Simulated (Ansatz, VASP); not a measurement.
# Pd in VASP and in Ansatz

Contents of INCAR:

```
PREC = Accurate ; ENCUT = 520
EDIFF = 1E-6 ; ISMEAR = 0
SIGMA = 0.1 ; LREAL = False
LASPH = True ; NELM = 80
ALGO = Fast ; ISIF = 2
LWAVE = False ; LCHARG = False
GGA = PE ; NBANDS = 28
```

File KPOINTS:

```
regular mesh
0
Gamma
  24 24 6
```

POSCAR

```
Pd
1.0
    2.7797116520      0.0000000000      0.0000000000
   -1.3898558260      2.4073009058      0.0000000000
    0.0000000000      0.0000000000      9.1786947720
Pd
4
Direct
    0.0000000000      0.0000000000      0.0000000000
    0.3333333333      0.6666666667      0.2500000000
    0.0000000000      0.0000000000      0.5000000000
    0.6666666667      0.3333333333      0.7500000000
```

Input for Ansatz:

```yaml
crystal:
  lattice:
    - [2.7797116547, 0.0, 0.0]
    - [-1.3898558274, 2.4073009082, 0.0]
    - [0.0, 0.0, 9.178694769]
  atoms:
    - { symbol: Pd, position: [0.0, 0.0, 0.0] }
    - { symbol: Pd, position: [0.3333333333, 0.6666666667, 0.25] }
    - { symbol: Pd, position: [0.0, 0.0, 0.5] }
    - { symbol: Pd, position: [0.6666666667, 0.3333333333, 0.75] }
basis:
  ecutwfc: 420
kpoints:
  mp_grid: { grid: [24, 24, 6] }
hamiltonian:
  xc: pbe
scf:
  occupations: { method: gaussian, width: 0.1 }
output:
  forces: true
  stress: true
  eigenvalues: true
```

Alike in both runs: task single point; functional PBE; k mesh 24 × 24 × 6; occupations gaussian, width 0.1 eV; no spin polarisation.

```csv
,VASP,Ansatz
version,VASP 6.6.1,Ansatz 0.2.0
potentials or method,"VASP PAW PBE potentials, release 64 (Pd), cutoff 520 eV","scalar-relativistic, plane waves, PAW"
valence electrons in the cell,40,72
```

VASP gave:

| Property | Result |
| --- | --- |
| gap on the k mesh at the Fermi level (eV) | none |
| pressure (GPa) | -0.3 |
| traceless stress, the component that is largest in VASP (GPa) | -0.08 |

Question: Which values does Ansatz return?

Answer: gap on the k mesh at the Fermi level (eV): none; pressure (GPa): 0.0; traceless stress, the component that is largest in VASP (GPa): -0.04.

A gap of «none» marks a metal or a gap that the smearing closes. With one functional, cell and mesh, what is left measures potentials, basis and numerics. VASP's potentials hold 40 valence electrons a cell and Ansatz's 72, so a difference there can come from the potentials and not from the codes.
